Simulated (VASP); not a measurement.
# TaAs (Fm-3m) in VASP: further runs

Runs on TaAs. Level: PBEsol. Tasks: single point.

All numbers are computed with VASP 6.6.1; they aren't measurements. Logs are shortened: lines on timing, memory, paths and dates and some standing lists are left out, and cuts for length are marked.

### Step 1. The cell of the first run

It takes space group Fm-3m (No. 225, cubic). The conventional cell has a = 5.168 Å, b = 5.168 Å, c = 5.168 Å, α = 90.00°, β = 90.00°, γ = 90.00°. Ta (site symmetry m-3m) has 6 As at 2.58 Å within 3.4 Å. As (site symmetry m-3m) has 6 Ta at 2.58 Å within 3.4 Å.

### Step 2. Single point, PBEsol (volume scaled by 0.980)

INCAR

```
SYSTEM = TaAs
ALGO = Normal ; EDIFF = 1E-6
ENCUT = 520 ; GGA = PS
ISIF = 2 ; ISMEAR = 0
LASPH = .True. ; LCHARG = .False.
LREAL = .False. ; LWAVE = .False.
NBANDS = 15 ; NELM = 60
PREC = Accurate ; SIGMA = 0.05
```

KPOINTS

```
k-points
0
Gamma
  10 10 10
  0 0 0
```

POSCAR

```
TaAs
1.0
    0.0000000000      2.5841757320      2.5841757320
    2.5841757320      0.0000000000      2.5841757320
    2.5841757320      2.5841757320      0.0000000000
Ta As
1 1
Direct
    0.5000000000      0.5000000000      0.5000000000
    0.0000000000      0.0000000000      0.0000000000
```

Potentials or basis: VASP PAW PBE potentials, release 64 (Ta_pv, As).

Command:

```sh
$ cat potpaw_PBE.64/Ta_pv/POTCAR potpaw_PBE.64/As/POTCAR > POTCAR
$ mpirun -np 1 vasp_std > vasp.out
```

OUTCAR:

```text
SYSTEM = TaAs
   EDIFF = 1E-6
   ENCUT = 520
   GGA = PS
   ISIF = 2
   ISMEAR = 0
   LASPH = .True.
   LREAL = .False.
   NELM = 60
   PREC = Accurate

 ion  position               nearest neighbor table
   1  0.500  0.500  0.500-   2 2.58   2 2.58   2 2.58   2 2.58   2 2.58   2 2.58
   2  0.000  0.000  0.000-   1 2.58   1 2.58   1 2.58   1 2.58   1 2.58   1 2.58

  LATTYP: Found a face centered cubic cell.
 ALAT       =     5.1683514640

  Lattice vectors:

 A1 = (   0.0000000000,   2.5841757320,   2.5841757320)
 A2 = (   2.5841757320,   0.0000000000,   2.5841757320)
 A3 = (   2.5841757320,   2.5841757320,   0.0000000000)

Analysis of symmetry for initial positions (statically):
=====================================================================
 Subroutine PRICEL returns:
 Original cell was already a primitive cell.

 Routine SETGRP: Setting up the symmetry group for a
 face centered cubic supercell.

 Subroutine GETGRP returns: Found 48 space group operations
 (whereof 48 operations were pure point group operations)
 out of a pool of 48 trial point group operations.

The static configuration has the point symmetry O_h .

Analysis of symmetry for dynamics (positions and initial velocities):
=====================================================================
 Subroutine PRICEL returns:
 Original cell was already a primitive cell.

 Routine SETGRP: Setting up the symmetry group for a
 face centered cubic supercell.

 Subroutine GETGRP returns: Found 48 space group operations
 (whereof 48 operations were pure point group operations)
 out of a pool of 48 trial point group operations.

The dynamic configuration has the point symmetry O_h .

 Subroutine INISYM returns: Found 48 space group operations
 (whereof 48 operations are pure point group operations),
 and found     1 'primitive' translations

----------------------------------------------------------------------------------------

                                     Primitive cell

  volume of cell :      34.5141

  direct lattice vectors                    reciprocal lattice vectors
     0.000000000  2.584175732  2.584175732    -0.193485294  0.193485294  0.193485294
     2.584175732  0.000000000  2.584175732     0.193485294 -0.193485294  0.193485294
     2.584175732  2.584175732  0.000000000     0.193485294  0.193485294 -0.193485294

  length of vectors
     3.654576368  3.654576368  3.654576368     0.335126359  0.335126359  0.335126359

  position of ions in fractional coordinates (direct lattice)
     0.500000000  0.500000000  0.500000000
     0.000000000  0.000000000  0.000000000

  ion indices of the primitive-cell ions
   primitive index   ion index
                 1           1
                 2           2

----------------------------------------------------------------------------------------

 KPOINTS: k-points

Automatic generation of k-mesh.
 Grid dimensions read from file:
 generate k-points for:   10   10   10

 Generating k-lattice:

  Cartesian coordinates                     Fractional coordinates (reciprocal lattice)
    -0.019348529  0.019348529  0.019348529     0.100000000  0.000000000  0.000000000
     0.019348529 -0.019348529  0.019348529     0.000000000  0.100000000  0.000000000
     0.019348529  0.019348529 -0.019348529     0.000000000  0.000000000  0.100000000

  Length of vectors
     0.033512636  0.033512636  0.033512636

  Shift w.r.t. Gamma in fractional coordinates (k-lattice)
     0.000000000  0.000000000  0.000000000

 Subroutine IBZKPT returns following result:
 ===========================================

 Found     47 irreducible k-points:

 Following reciprocal coordinates:
            Coordinates               Weight
  0.000000  0.000000  0.000000      1.000000
  0.100000  0.000000  0.000000      8.000000
  0.200000  0.000000  0.000000      8.000000
  0.300000  0.000000  0.000000      8.000000
  0.400000  0.000000  0.000000      8.000000
  0.500000  0.000000  0.000000      4.000000
[... 16 lines left out ...]
  0.300000  0.300000  0.000000      6.000000
  0.400000  0.300000  0.000000     24.000000
 [... further k-points ...]
   k-points           NKPTS =     47   k-points in BZ     NKDIM =     47   number of bands    NBANDS=     15
   number of dos      NEDOS =    301   number of ions     NIONS =      2
   total plane-waves  NPLWV =  21952
   dimension x,y,z NGX =    28 NGY =   28 NGZ =   28
   dimension x,y,z NGXF=    56 NGYF=   56 NGZF=   56
   ions per type =               1   1
   NGX,Y,Z   is equivalent  to a cutoff of  12.74, 12.74, 12.74 a.u.
   NGXF,Y,Z  is equivalent  to a cutoff of  25.47, 25.47, 25.47 a.u.
 SYSTEM =  TaAs
   PREC   = accura    normal or accurate (medium, high low for compatibility)
   ISTART =      0    job   : 0-new  1-cont  2-samecut
   ICHARG =      2    charge: 1-file 2-atom 10-const
   ISPIN  =      1    spin polarized calculation?
   LNONCOLLINEAR =      F non collinear calculations
   LSORBIT =      F    spin-orbit coupling
   LASPH  =      T    aspherical Exc in radial PAW
   ENCUT  =  520.0 eV  38.22 Ry    6.18 a.u.   6.80  6.80  6.80*2*pi/ulx,y,z
   NELM   =     60;   NELMIN=  2; NELMDL= -5     # of ELM steps
   EDIFF  = 0.1E-05   stopping-criterion for ELM
   LREAL  =      F    real-space projection
   EDIFFG = 0.1E-04   stopping-criterion for IOM
   NSW    =      0    number of steps for IOM
   IBRION =     -1    ionic relax: 0-MD 1-quasi-New 2-CG
   NFREE  =      0    steps in history (QN), initial steepest desc. (CG)
   ISIF   =      2    stress and relaxation
   ISYM   =      2    0-nonsym 1-usesym 2-fastsym
   POTIM  = 0.5000    time-step for ionic-motion
   TEBEG  =    0.0;   TEEND  =   0.0 temperature during run
   PSTRESS=    0.0 pullay stress
   NELECT =      16.0000    total number of electrons
   NUPDOWN=      -1.0000    fix difference up-down
   EMIN   =  10.00;   EMAX   =-10.00  energy-range for DOS
   EFERMI =   0.00;   METHOD = LEGACY
   ISMEAR =     0;   SIGMA  =   0.05  broadening in eV -4-tet -1-fermi 0-gaus
   EFERMI_NEDOS =   21; number of points for ismear=-14 and -15
   IALGO  =     38    algorithm
   IMIX   =      4    mixing-type and parameters
     AMIX     =   0.40;   BMIX     =  1.00
     AMIX_MAG =   1.60;   BMIX_MAG =  1.00
  volume/ion in A,a.u.               =      17.26       116.46
  Fermi-wavevector in a.u.,A,eV,Ry     =   1.267018  2.394317 21.841903  1.605335
  Thomas-Fermi vector in A             =   2.400188
   LORBIT       =      0    0 simple, 1 ext, 2 COOP (PROOUT), +10 PAW based schemes
   GGA     = PS    functional components
   LHFCALC =     F    Hartree Fock is set to
   AEXX    =    0.0000 exact exchange contribution
   IVDW    =     0    specifies the selected vdW correction
   LEPSILON=     F    determine dielectric tensor
   LRPA    =     F    only Hartree local field effects (RPA)
 non-spin polarized calculation
 Gauss-broadening in eV      SIGMA  =   0.05
  energy-cutoff  :      520.00
  volume of cell :       34.51
 maximum number of plane-waves:       944
   NGX = 13   NGY = 13   NGZ = 13

 number of electron      16.0000002 magnetization

 Free energy of the ion-electron system (eV)
  ---------------------------------------------------
  ext. energy  EPLUGINS =         0.00000000
  ---------------------------------------------------
  free energy    TOTEN  =       -17.68029117 eV

  energy without entropy =      -17.67935403  energy(sigma->0) =      -17.67982260

 E-fermi :   7.6223     XC(G=0): -12.0308

 val. band max:        7.5887635786   @ k =  -0.3000   0.2000   0.0000
 cond. band min:       7.6628169944   @ k =  -0.3000   0.4000   0.2000
 fundamental gap:      0.0740534158
 Fermi energy:         7.6222501952

 k-point     1 :       0.0000    0.0000    0.0000
  band No.  band energies     occupation
      1     -27.7931      2.00000
      2     -27.7931      2.00000
      3     -27.7931      2.00000
      4      -7.0102      2.00000
      5       5.8732      2.00000
      6       5.8732      2.00000
      7       5.8732      2.00000
      8       6.6929      2.00000
      9       6.6929      2.00000
     10       7.2475      2.00000
     11       7.2475      2.00000
     12       7.2475      2.00000
     13      11.8970      0.00000
     14      14.8958      0.00000
     15      20.5261      0.00000

 k-point     2 :       0.1000    0.0000    0.0000
  band No.  band energies     occupation
      1     -27.8092      2.00000
      2     -27.7943      2.00000
      3     -27.7943      2.00000
      4      -6.8291      2.00000
      5       4.9815      2.00000
      6       5.3503      2.00000
      7       5.3503      2.00000
      8       6.2124      2.00000
      9       6.2124      2.00000
     10       7.3143      2.00000
     11       8.6651      0.00000
     12       8.6651      0.00000
     13      12.7898      0.00000
     14      15.3133      0.00000
     15      20.0962      0.00000

 k-point     3 :       0.2000    0.0000    0.0000
  band No.  band energies     occupation
      1     -27.8511      2.00000
      2     -27.7976      2.00000
      3     -27.7976      2.00000
      4      -6.3075      2.00000
      5       3.2803      2.00000
      6       4.2399      2.00000
      7       4.2399      2.00000
      8       6.6586      2.00000
      9       6.6586      2.00000
     10       7.4383      2.00000
     11      10.5230      0.00000
     12      10.5230      0.00000
     13      14.2555      0.00000
     14      16.0319      0.00000
     15      18.7233      0.00000

 k-point     4 :       0.3000    0.0000    0.0000
  band No.  band energies     occupation
      1     -27.9021      2.00000
      2     -27.8015      2.00000
      3     -27.8015      2.00000
      4      -5.5173      2.00000
      5       1.5408      2.00000
      6       3.3985      2.00000
      7       3.3985      2.00000
      8       7.3830      2.00000
      9       7.3830      2.00000
     10       7.7729      0.00002
     11      12.4191      0.00000
     12      12.4191      0.00000
     13      13.3484      0.00000
     14      17.0629      0.00000
     15      17.0629      0.00000
[... 307 lines left out ...]
 k-point    22 :      -0.2000    0.2000    0.0000
  band No.  band energies     occupation
      1     -27.8916      2.00000
      2     -27.8360      2.00000
      3     -27.7988      2.00000
      4      -5.3569      2.00000
      5       1.5017      2.00000
      6       3.2099      2.00000
      7       3.2628      2.00000
      8       6.9646      2.00000
      9       8.1622      0.00000
     10       9.0565      0.00000
     11       9.3526      0.00000
     12      13.3262      0.00000
     13      14.2783      0.00000
     14      16.1619      0.00000
     15      17.2399      0.00000

 k-point    23 :       0.3000    0.3000    0.0000
  band No.  band energies     occupation
      1     -27.8868      2.00000
      2     -27.8309      2.00000
      3     -27.8309      2.00000
      4      -5.4662      2.00000
      5       1.5304      2.00000
      6       4.3654      2.00000
      7       4.8962      2.00000
      8       4.8962      2.00000
      9       7.4299      2.00000
     10       9.7633      0.00000
     11       9.7633      0.00000
     12      10.5568      0.00000
     13      13.3229      0.00000
     14      18.3759      0.00000
     15      18.3759      0.00000

 k-point    24 :       0.4000    0.3000    0.0000
  band No.  band energies     occupation
      1     -27.9088      2.00000
      2     -27.8412      2.00000
      3     -27.8366      2.00000
      4      -5.1227      2.00000
      5       1.3855      2.00000
      6       3.5764      2.00000
      7       4.5553      2.00000
      8       5.3710      2.00000
      9       8.0619      0.00000
     10       9.4124      0.00000
     11       9.8452      0.00000
     12      11.4464      0.00000
     13      12.1249      0.00000
     14      17.5801      0.00000
     15      18.6611      0.00000

 [... further k-points ...]

------------------------ aborting loop because EDIFF is reached ----------------------------------------

  FORCE on cell =-STRESS in cart. coord.  units (eV):
  Direction    XX          YY          ZZ          XY          YZ          ZX
  --------------------------------------------------------------------------------------
  -------------------------------------------------------------------------------------
  Total        0.9285969      0.9285969      0.9285969      0.0000000     -0.0000000      0.0000000
  in kB       43.1063922     43.1063922     43.1063922      0.0000000     -0.0000000      0.0000000
  external PRESSURE =      43.1063922 kB  Pullay stress =       0.0000000 kB

 VOLUME and BASIS-vectors are now :
 -----------------------------------------------------------------------------
  energy-cutoff  :      520.00
  volume of cell :       34.51
      direct lattice vectors                 reciprocal lattice vectors
     0.000000000  2.584175732  2.584175732    -0.193485294  0.193485294  0.193485294
     2.584175732  0.000000000  2.584175732     0.193485294 -0.193485294  0.193485294
     2.584175732  2.584175732  0.000000000     0.193485294  0.193485294 -0.193485294

 POSITION                                       TOTAL-FORCE (eV/Angst)
 -----------------------------------------------------------------------------------
      2.58418      2.58418      2.58418         0.000000     -0.000000      0.000000
      0.00000      0.00000      0.00000        -0.000000      0.000000     -0.000000
 -----------------------------------------------------------------------------------
    total drift:                                0.000000      0.000000      0.000000

  FREE ENERGIE OF THE ION-ELECTRON SYSTEM (eV)
  ---------------------------------------------------
  free  energy   TOTEN  =       -17.6802911674 eV

  energy  without entropy=      -17.6793540268  energy(sigma->0) =      -17.67982260
```

Wall time 15 s (1 thread of Intel Xeon Platinum 8488C (Sapphire Rapids), shared host); peak memory 0.17 GiB.

What came out:

```
Free energy            : -17.6803 eV
Pressure               : 4.3 GPa
Band gap on the k mesh : zero (band 8 reaches 8.54 eV, above the bottom of band 9 at 6.21 eV)
```

Levels at points of the mesh, in eV from the Fermi level:
| k point | band 6 | band 7 | band 8 | band 9 | band 10 | band 11 |
| --- | --- | --- | --- | --- | --- | --- |
| (0.00, 0.00, 0.00) | -1.75 | -1.75 | -0.93 | -0.93 | -0.37 | -0.37 |
| (0.50, 0.00, 0.00) | -4.91 | -4.91 | 0.92 | 0.92 | 1.45 | 2.84 |
| (0.50, 0.50, 0.00) | -3.84 | -2.49 | -2.49 | 0.27 | 1.20 | 1.79 |

Caveat: the PAW data sets were made with another functional, which shifts forces and pressure a little; spin-orbit coupling is left out, which moves the levels of the heavy elements.

(Part 1 of 3 ends here.)
